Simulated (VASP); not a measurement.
A run of VASP 6.6.1 is set up as follows.

Contents of POSCAR:

```
Pt
1.0
    0.0000000000      2.0111214166      2.0111214166
    2.0111214166      0.0000000000      2.0111214166
    2.0111214166      2.0111214166      0.0000000000
Pt
1
Direct
    0.0000000000      0.0000000000      0.0000000000
```

File INCAR.step1:

```
PREC = Accurate ; ENCUT = 520
EDIFF = 1E-5 ; ISMEAR = -1
SIGMA = 0.1 ; LREAL = False
LASPH = True ; NELM = 100
ALGO = Normal ; ISIF = 2
LWAVE = True ; GGA = PE
NBANDS = 11
```

Contents of INCAR.step2:

```
PREC = Accurate ; ENCUT = 520
EDIFF = 1E-7 ; ISMEAR = -1
SIGMA = 0.1 ; LREAL = False
LASPH = True ; NELM = 100
ALGO = Normal ; ISIF = 2
LWAVE = False ; LCHARG = True
GGA = PE ; LHFCALC = True
HFSCREEN = 0.2079 ; PRECFOCK = Normal
LELF = True ; LVHAR = True
ISTART = 1 ; NBANDS = 11
```

Contents of KPOINTS:

```
Automatic mesh
0
Gamma
  6 6 6
```

Potentials or basis: VASP PAW PBE potentials, release 64 (Pt).

Run with:

```bash
$ cat potpaw_PBE.64/Pt/POTCAR > POTCAR
$ cp INCAR.step1 INCAR
$ mpirun -np 1 vasp_std > vasp.out
$ cp INCAR.step2 INCAR
$ mpirun -np 1 vasp_std > vasp.out
```

Question: Estimate the band gap on the k mesh.

Answer: Zero (bands 5 and 6 overlap by 2.67 eV).

Question: Predict the pressure.

Answer: -17.3 GPa.

Caveat: the k points lie up to 0.45 Å⁻¹ apart, too coarse for converged energies and pressures of a metal; the PAW data sets were made with another functional, which shifts forces and pressure a little; spin-orbit coupling is left out, which moves the levels of the heavy elements.
